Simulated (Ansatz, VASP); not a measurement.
## TePb: VASP beside Ansatz

INCAR

```
SYSTEM = TePb
PREC     = Accurate       ! precision mode
ENCUT    = 520            ! plane-wave cutoff, eV
EDIFF    = 1E-6           ! SCF threshold, eV
ISMEAR   = -5             ! smearing method
SIGMA    = 0.1            ! smearing width, eV
LREAL    = .False.        ! projectors in reciprocal space
LASPH    = .True.         ! aspherical terms in the spheres
NELM     = 100            ! most SCF steps
ALGO     = Normal         ! electronic algorithm
ISIF     = 2              ! what is computed and relaxed
LWAVE    = .False.        ! write WAVECAR
LCHARG   = .False.        ! write CHGCAR
GGA      = PS             ! functional
NBANDS   = 17             ! bands
```

File KPOINTS:

```
Automatic mesh
0
Gamma
  6 6 6
  0 0 0
```

Contents of POSCAR:

```
TePb
1.0
    0.0000000000      3.2678555508      3.2678555508
    3.2678555508      0.0000000000      3.2678555508
    3.2678555508      3.2678555508      0.0000000000
Te Pb
1 1
Direct
    0.5000000000      0.5000000000      0.5000000000
    0.0000000000      0.0000000000      0.0000000000
```

Input for Ansatz:

```yaml
crystal:
  lattice:
    - [0.0, 3.2678555508, 3.2678555508]
    - [3.2678555508, 0.0, 3.2678555508]
    - [3.2678555508, 3.2678555508, 0.0]
  atoms:
    - { symbol: Te, position: [0.5, 0.5, 0.5] }
    - { symbol: Pb, position: [0.0, 0.0, 0.0] }
kpoints:
  mp_grid: { grid: [6, 6, 6] }
hamiltonian:
  xc: pbesol
scf:
  occupations: { method: tetrahedron }
  n_extra_bands: 4
output:
  forces: true
  stress: true
  eigenvalues: true
```

Alike in both runs: task single point; functional PBEsol; k mesh 6 × 6 × 6; occupations tetrahedron; no spin polarisation.

```csv
,VASP,Ansatz
version,VASP 6.6.1,Ansatz 0.2.0
potentials or method,"VASP PAW PBE potentials, release 64 (Te, Pb_d)",plane waves
plane-wave cutoff (eV),520,420
valence electrons in the cell,20,30
```

|  | VASP | Ansatz | Ansatz less VASP |
| --- | --- | --- | --- |
| gap on the k mesh at the Fermi level (eV) | 0.74 | 0.73 | -0.003 |
| pressure (GPa) | -1.8 | -1.7 | +0.04 |

VASP's potentials were made for PBE, not for PBEsol. The functional is the same, so the differences come from potentials, cutoffs and numerics. VASP's potentials hold 20 valence electrons a cell and Ansatz's 30, so a difference there can come from the potentials and not from the codes. Ansatz's warnings: band table not solved further, tetrahedron derivatives may miss energy slope.

Spin-orbit coupling is off throughout.
